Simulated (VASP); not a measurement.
# ScF5 (P4/mmm) in VASP: notebook, part 2 of 2

VASP 6.6.1. Earlier steps stand in the parts before.

### Step 4. Single point, PBE, collinear spin

This run uses another cell than the first one, of 14.22 Å³/atom.

INCAR

```
PREC     = Accurate       # precision mode
ENCUT    = 520            # plane-wave cutoff, eV
EDIFF    = 1E-6           # SCF threshold, eV
ISMEAR   = 0              # smearing method
SIGMA    = 0.1            # smearing width, eV
LREAL    = False          # projectors in reciprocal space
LASPH    = True           # aspherical terms in the spheres
NELM     = 150            # most SCF steps
ALGO     = Normal         # electronic algorithm
ISIF     = 2              # what is computed and relaxed
LWAVE    = False          # write WAVECAR
LCHARG   = False          # write CHGCAR
ISPIN    = 2              # spin polarisation
MAGMOM   = 0 1 1 1 1 1    # initial moments
LORBIT   = 11             # projections on sites
LMAXMIX  = 4              # l up to which the mixer works
GGA      = PE             # functional
NBANDS   = 36             # bands
```

KPOINTS

```
Automatic mesh
0
Gamma
  4 4 4
```

POSCAR

```
ScF5
1.0
    4.1234971044      0.0000000000      0.0000000000
    0.0000000000      4.1234971044      0.0000000000
    0.0000000000      0.0000000000      5.0178210470
Sc F
1 5
Direct
    0.5000000000      0.5000000000      0.0000000000
    0.0000000000      0.5000000000      0.0000000000
    0.5000000000      0.0000000000      0.0000000000
    0.0000000000      0.5000000000      0.5000000000
    0.5000000000      0.0000000000      0.5000000000
    0.0000000000      0.0000000000      0.0000000000
```

On the command line:

```sh
> cat potpaw_PBE.64/Sc_sv/POTCAR potpaw_PBE.64/F/POTCAR > POTCAR
> mpirun -np 1 vasp_std > vasp.out
```

Wall time 2.9 min (1 thread of Intel Xeon 8259CL, shared host); peak memory 0.27 GiB.

Results (log left out):

```yaml
Free_energy: -25.5849 eV
Pressure: -0.8 GPa
Net_moment: 1.00 μB per cell
Site_moments: Sc -0.01; F +0.00, +0.45 (each value once) μB
Valence_electrons_inside_the_program's_atomic_spheres: Sc 8.94; F 6.07, 5.91, 5.93 (each value once)
```

Stress tensor (GPa, compression positive):
```
-1.36  0.00  0.00
 0.00 -1.36  0.00
 0.00  0.00  0.40
```

Levels at points of the mesh, in eV from the Fermi level:
Spin up:
```csv
k point,band 20,band 21,band 22,band 23,band 24,band 25,band 26,band 27
"(0.00, 0.00, 0.00)",-0.94,-0.66,-0.40,0.44,0.44,2.11,2.11,2.12
"(0.50, 0.00, 0.00)",-1.25,-1.25,-0.53,-0.53,0.38,2.14,2.46,2.89
"(0.50, 0.50, 0.00)",-1.51,-1.12,-0.63,-0.52,-0.52,2.85,2.90,2.90
"(0.00, 0.00, 0.50)",-0.98,-0.98,-0.90,0.44,0.44,2.16,2.22,2.22
"(0.50, 0.00, 0.50)",-1.33,-1.13,-1.13,-1.11,0.38,2.24,2.52,2.86
"(0.50, 0.50, 0.50)",-1.29,-1.14,-1.07,-1.07,-0.64,2.67,2.86,2.86
```
Spin down:
```
           k point  band 20  band 21  band 22  band 23  band 24  band 25
(0.00, 0.00, 0.00)    -0.02     0.18     0.18     0.44     0.44     2.09
(0.50, 0.00, 0.00)    -0.30    -0.17    -0.16    -0.16     0.38     2.12
(0.50, 0.50, 0.00)    -0.94    -0.15    -0.15     0.03     0.47     2.88
(0.00, 0.00, 0.50)    -0.49     0.16     0.16     0.44     0.44     2.15
(0.50, 0.00, 0.50)    -0.74    -0.73    -0.19    -0.18     0.38     2.25
(0.50, 0.50, 0.50)    -0.68    -0.68    -0.64     0.02     0.46     2.65
```

Caveat: the k points lie up to 0.38 Å⁻¹ apart.

### Step 5. Relaxation of cell and atoms, PBE, collinear spin

INCAR

```
SYSTEM = ScF5
  ALGO = Normal
  EDIFF = 1E-7
  EDIFFG = -0.04
  ENCUT = 600
  GGA = PE
  IBRION = 2
  ISIF = 3
  ISMEAR = 0
  ISPIN = 2
  LASPH = .TRUE.
  LCHARG = .FALSE.
  LMAXMIX = 4
  LORBIT = 11
  LREAL = .FALSE.
  LWAVE = .FALSE.
  MAGMOM = 0 1 1 1 1 1
  NELM = 150
  NSW = 90
  PREC = Accurate
  SIGMA = 0.1
```

KPOINTS

```
k-points
0
G
  4 4 4
  0 0 0
```

Edit POSCAR of step 4 so:

```diff
@@ -2,5 +2,5 @@
 1.0
-    4.1234971044      0.0000000000      0.0000000000
-    0.0000000000      4.1234971044      0.0000000000
-    0.0000000000      0.0000000000      5.0178210470
+    4.1808404800      0.0000000000      0.0000000000
+    0.0000000000      4.1808404800      0.0000000000
+    0.0000000000      0.0000000000      4.6289087200
 Sc F
```

Potentials or basis: VASP PAW PBE potentials, release 64 (Sc_sv, F).

On the command line:

```sh
> cat potpaw_PBE.64/Sc_sv/POTCAR potpaw_PBE.64/F/POTCAR > POTCAR
> mpirun -np 1 vasp_std > vasp.out
```

OUTCAR:

```text
SYSTEM = ScF5
   EDIFF = 1E-7
   EDIFFG = -0.04
   ENCUT = 600
   GGA = PE
   IBRION = 2
   ISIF = 3
   ISMEAR = 0
   ISPIN = 2
   LASPH = .TRUE.
   LORBIT = 11
   LREAL = .FALSE.
   NELM = 150
   NSW = 90
   PREC = Accurate

 ion  position               nearest neighbor table
   1  0.500  0.500  0.000-   2 2.09   3 2.09   3 2.09   2 2.09
   2  0.000  0.500  0.000-   1 2.09   1 2.09
   3  0.500  0.000  0.000-   1 2.09   1 2.09
   4  0.000  0.500  0.500-
   5  0.500  0.000  0.500-
   6  0.000  0.000  0.000-

  LATTYP: Found a simple tetragonal cell.
 ALAT       =     4.1808404800
 C/A-ratio  =     1.1071718096

  Lattice vectors:

 A1 = (   4.1808404800,   0.0000000000,   0.0000000000)
 A2 = (   0.0000000000,   4.1808404800,   0.0000000000)
 A3 = (   0.0000000000,   0.0000000000,   4.6289087200)

Analysis of symmetry for initial positions (statically):
=====================================================================
 Subroutine PRICEL returns:
 Original cell was already a primitive cell.

 Routine SETGRP: Setting up the symmetry group for a
 simple tetragonal supercell.

 Subroutine GETGRP returns: Found 16 space group operations
 (whereof 16 operations were pure point group operations)
 out of a pool of 16 trial point group operations.

The static configuration has the point symmetry D_4h.

Analysis of symmetry for dynamics (positions and initial velocities):
=====================================================================
 Subroutine PRICEL returns:
 Original cell was already a primitive cell.

 Routine SETGRP: Setting up the symmetry group for a
 simple tetragonal supercell.

 Subroutine GETGRP returns: Found 16 space group operations
 (whereof 16 operations were pure point group operations)
 out of a pool of 16 trial point group operations.

The dynamic configuration has the point symmetry D_4h.
[... 150 lines left out ...]
 maximum number of plane-waves:      2726
 NGX is ok and might be reduce to    36
   NGX = 17   NGY = 17   NGZ = 19

--------------------------------------- Ionic step        1  -------------------------------------------

 number of electron      46.0000042 magnetization       1.9998704

 Free energy of the ion-electron system (eV)
  ---------------------------------------------------
  ext. energy  EPLUGINS =         0.00000000
  ---------------------------------------------------
  free energy    TOTEN  =       -25.49565216 eV

  energy without entropy =      -25.45275317  energy(sigma->0) =      -25.47420266

------------------------ aborting loop because EDIFF is reached ----------------------------------------

  FORCE on cell =-STRESS in cart. coord.  units (eV):
  Direction    XX          YY          ZZ          XY          YZ          ZX
  --------------------------------------------------------------------------------------
  -------------------------------------------------------------------------------------
  Total       -0.9437001     -0.9437001      0.6627861      0.0000000      0.0000000      0.0000000
  in kB      -18.6869640    -18.6869640     13.1243618      0.0000000      0.0000000      0.0000000
  external PRESSURE =      -8.0831887 kB  Pullay stress =       0.0000000 kB
[... 147 lines left out ...]
--------------------------------------- Ionic step        5  -------------------------------------------

 number of electron      46.0000030 magnetization       2.0000670

 Free energy of the ion-electron system (eV)
  ---------------------------------------------------
  ext. energy  EPLUGINS =         0.00000000
  ---------------------------------------------------
  free energy    TOTEN  =       -25.51376994 eV

  energy without entropy =      -25.47306999  energy(sigma->0) =      -25.49341997

 E-fermi :  -1.2180     XC(G=0):  -9.1333

 val. band max:       -1.2281774153   @ k =   0.0000   0.0000   0.0000
 cond. band min:      -1.1946077132   @ k =   0.2500   0.0000   0.0000
 fundamental gap:      0.0335697021
 Fermi energy:        -1.2180413066

 spin component 1

 k-point     1 :       0.0000    0.0000    0.0000
  band No.  band energies     occupation
      1     -51.9414      1.00000
      2     -30.5098      1.00000
      3     -30.4083      1.00000
      4     -30.4083      1.00000
      5     -24.9039      1.00000
      6     -24.2276      1.00000
[... 583 lines left out ...]
     29       4.5073      0.00000
     30       8.2537      0.00000
 Fermi energy:        -1.2180413066

 spin component 2

 k-point     1 :       0.0000    0.0000    0.0000
  band No.  band energies     occupation
      1     -51.9694      1.00000
      2     -30.5431      1.00000
      3     -30.4353      1.00000
      4     -30.4353      1.00000
      5     -24.3976      1.00000
      6     -23.8404      1.00000
[... 616 lines left out ...]
  FREE ENERGIE OF THE ION-ELECTRON SYSTEM (eV)
  ---------------------------------------------------
  free  energy   TOTEN  =       -25.5137699425 eV

  energy  without entropy=      -25.4730699890  energy(sigma->0) =      -25.49341997

 reached required accuracy - stopping structural energy minimisation

 total charge

# of ion       s       p       d       tot
------------------------------------------
    1        2.122   6.125   0.680   8.927
    2        1.749   4.308   0.000   6.057
    3        1.749   4.308   0.000   6.057
    4        1.745   4.174   0.000   5.919
    5        1.745   4.174   0.000   5.919
    6        1.763   4.152   0.000   5.915
--------------------------------------------------
tot         10.873  27.243   0.680  38.796

 magnetization (x)

# of ion       s       p       d       tot
------------------------------------------
    1       -0.003  -0.003  -0.029  -0.036
    2        0.001   0.206   0.000   0.208
    3        0.001   0.206   0.000   0.208
    4        0.002   0.413   0.000   0.415
    5        0.002   0.413   0.000   0.415
    6        0.003   0.647   0.000   0.651
--------------------------------------------------
tot          0.007   1.882  -0.029   1.860
```

It took 16 min on 1 thread of Intel Xeon 8259CL, shared host; peak memory 0.31 GiB.

What came out:

```
Free energy                                           : -25.5138 eV
Relaxed volume                                        : 13.62 Å³/atom
Relaxed cell                                          : a = 4.145 Å, b = 4.145 Å, c = 4.755 Å, α = 90.00°, β = 90.00°, γ = 90.00°
Space group after relaxing (to 0.1 Å)                 : P4/mmm (No. 123)
Energy gained by relaxing                             : 3.0 meV/atom
Ionic steps                                           : 5
Pressure after relaxing                               : 0.2 GPa
Band gap on the k mesh                                : zero (filled and empty bands overlap)
Net moment                                            : 2.00 μB per cell
Site moments                                          : Sc -0.04; F +0.21, +0.41, +0.65 (each value once) μB
Valence electrons inside the program's atomic spheres : Sc 8.93; F 6.06, 5.92 (each value once)
```

The path:
```csv
step,energy change (eV),largest force (eV/Å),pressure (GPa),volume (Å³)
1,0.0000,0.0000,-0.81,80.91
2,-0.0107,0.0000,0.51,80.11
3,-0.0109,0.0000,0.72,79.99
4,-0.0144,0.0000,0.52,80.52
5,-0.0181,0.0000,0.16,81.70
```

Final structure:
```xyz
6
Lattice="4.1449 0.0000 0.0000 0.0000 4.1449 0.0000 0.0000 0.0000 4.7552" Properties=species:S:1:pos:R:3 pbc="T T T"
Sc    2.0725    2.0725    0.0000
F     0.0000    2.0725    0.0000
F     2.0725    0.0000    4.7552
F     0.0000    2.0725    2.3776
F     2.0725    0.0000    2.3776
F     0.0000    0.0000    4.7552
```

Levels at points of the mesh, in eV from the Fermi level:
Spin up:
| k point | band 20 | band 21 | band 22 | band 23 | band 24 | band 25 | band 26 | band 27 | band 28 | band 29 |
| --- | --- | --- | --- | --- | --- | --- | --- | --- | --- | --- |
| (0.00, 0.00, 0.00) | -0.80 | -0.80 | -0.62 | -0.51 | -0.51 | 2.01 | 2.04 | 2.04 | 2.07 | 3.25 |
| (0.50, 0.00, 0.00) | -1.31 | -1.24 | -0.72 | -0.71 | -0.57 | 2.07 | 2.41 | 2.78 | 2.79 | 4.26 |
| (0.50, 0.50, 0.00) | -1.97 | -0.76 | -0.72 | -0.72 | -0.61 | 2.79 | 2.79 | 2.84 | 3.29 | 5.73 |
| (0.00, 0.00, 0.50) | -1.41 | -0.85 | -0.85 | -0.52 | -0.52 | 2.08 | 2.22 | 2.22 | 2.45 | 3.26 |
| (0.50, 0.00, 0.50) | -1.48 | -1.38 | -1.35 | -1.20 | -0.58 | 2.23 | 2.47 | 2.75 | 2.79 | 4.36 |
| (0.50, 0.50, 0.50) | -1.58 | -1.58 | -1.44 | -0.79 | -0.64 | 2.64 | 2.73 | 2.73 | 3.28 | 5.73 |
Spin down:
| k point | band 20 | band 21 | band 22 | band 23 | band 24 | band 25 |
| --- | --- | --- | --- | --- | --- | --- |
| (0.00, 0.00, 0.00) | -0.02 | -0.01 | 0.22 | 0.88 | 0.88 | 1.98 |
| (0.50, 0.00, 0.00) | -0.46 | -0.33 | 0.11 | 0.11 | 0.82 | 2.04 |
| (0.50, 0.50, 0.00) | -1.08 | -0.17 | 0.12 | 0.12 | 0.27 | 2.79 |
| (0.00, 0.00, 0.50) | -0.52 | -0.05 | -0.05 | 0.88 | 0.88 | 2.05 |
| (0.50, 0.00, 0.50) | -0.76 | -0.73 | -0.39 | -0.31 | 0.82 | 2.23 |
| (0.50, 0.50, 0.50) | -0.66 | -0.66 | -0.65 | -0.19 | 0.24 | 2.60 |

Caveat: the k points lie up to 0.38 Å⁻¹ apart in the final cell, too coarse for converged energies and pressures of a metal.

### Step 6. Summary

| task | spin | cell | cutoff (eV) | gap on the mesh (eV) | pressure (GPa) | moment (μB) |
| --- | --- | --- | --- | --- | --- | --- |
| single point | off | a = 4.181, b = 4.181, c = 4.629 Å, 6 atoms | 520 | none | -2.3 | - |
| single point | collinear | a = 4.181, b = 4.181, c = 4.629 Å, 6 atoms | 520 | none | -0.8 | 2.00 |
| single point | collinear | a = 4.123, b = 4.123, c = 5.018 Å, 6 atoms | 520 | none | -0.8 | 1.00 |
| relaxation of cell and atoms | collinear | relaxed from a = 4.181, b = 4.181, c = 4.629 Å, 6 atoms | 600 | none | 0.2 | 2.00 |

Alike in all rows: level PBE; potentials or basis VASP PAW PBE potentials, release 64 (Sc_sv, F); k mesh 4 × 4 × 4; smearing gaussian 0.1 eV.

Caveats: all runs use coarse meshes.

Absolute energies hang on the potentials; compare differences alone.
